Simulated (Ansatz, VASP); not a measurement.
# One calculation of Cu4Sn, two programs

```
Cu Sn
1.0
     4.79238    0.00000    0.00000
     0.00000    4.79238    0.00000
     0.00000    0.00000    4.79238
Cu Sn
4 1
Direct
  0.00000 0.50000 0.50000
  0.50000 0.50000 0.00000
  0.50000 0.00000 0.50000
  0.00000 0.00000 0.00000
  0.50000 0.50000 0.50000
```

Change from the starting cell: species swapped into the Fe4N type (Pm-3m, No. 221).

Alike in both runs: functional PBE; k mesh 4 × 4 × 4; occupations gaussian, width 0.1 eV; no spin polarisation.

Ansatz relaxed the structure, and its values are those at the end. VASP's run is a single point on that final structure, the one shown.

```csv
,VASP,Ansatz
version,VASP 6.6.1,Ansatz 0.2.0
potentials or method,"VASP PAW PBE potentials, release 64 (Cu, Sn_d), cutoff 520 eV","scalar-relativistic, plane waves, PAW"
valence electrons in the cell,58,90
```

|  | VASP | Ansatz | Ansatz less VASP |
| --- | --- | --- | --- |
| gap on the k mesh at the Fermi level (eV) | none | none | - |
| pressure (GPa) | 0.4 | 0.3 | -0.13 |

A gap of «none» marks a metal or a gap that the smearing closes. VASP's potentials hold 58 valence electrons a cell and Ansatz's 90, so a difference there can come from the potentials and not from the codes.
